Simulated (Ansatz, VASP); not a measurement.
# One calculation of CaO, two programs

File INCAR:

```
SYSTEM = CaO
  PREC = Accurate
  ENCUT = 520
  EDIFF = 1E-6
  ISMEAR = 0
  SIGMA = 0.05
  LREAL = .False.
  LASPH = .True.
  NELM = 100
  ALGO = Normal
  ISIF = 2
  LWAVE = .False.
  LCHARG = .True.
  GGA = PE
  IVDW = 12
  LELF = .True.
  LVHAR = .True.
  NBANDS = 15
```

The input KPOINTS:

```
Automatic mesh
0
Gamma
  8 8 8
  0 0 0
```

File POSCAR:

```
CaO
1.0
    0.0000000000      2.4231077912      2.4231077912
    2.4231077912      0.0000000000      2.4231077912
    2.4231077912      2.4231077912      0.0000000000
Ca O
1 1
Direct
    0.5000000000      0.5000000000      0.5000000000
    0.0000000000      0.0000000000      0.0000000000
```

Input for Ansatz:

```yaml
crystal:
  lattice:
    - [0.0, 2.4231077912, 2.4231077912]
    - [2.4231077912, 0.0, 2.4231077912]
    - [2.4231077912, 2.4231077912, 0.0]
  atoms:
    - { symbol: Ca, position: [0.5, 0.5, 0.5] }
    - { symbol: O, position: [0.0, 0.0, 0.0] }
basis:
  ecutwfc: 420
  ecutrho_ratio: 4
kpoints:
  mp_grid: { grid: [8, 8, 8] }
hamiltonian:
  xc: pbe
  dispersion: d3bj
scf:
  occupations: { method: gaussian, width: 0.05 }
output:
  forces: true
  stress: true
  eigenvalues: true
```

Alike in both runs: task single point; functional PBE; dispersion D3(BJ); k mesh 8 × 8 × 8; occupations gaussian, width 0.05 eV; no spin polarisation.

|  | VASP | Ansatz |
| --- | --- | --- |
| version | VASP 6.6.1 | Ansatz 0.2.0 |
| potentials or method | VASP PAW PBE potentials, release 64 (Ca_sv, O), cutoff 520 eV | scalar-relativistic, plane waves, PAW |
| valence electrons in the cell | 16 | 16 |

```csv
,VASP,Ansatz,Ansatz less VASP
gap on the k mesh at the Fermi level (eV),3.64,3.66,+0.018
least direct gap on the mesh (eV),4.02,4.04,+0.018
pressure (GPa),-3.5,-4.1,-0.51
```
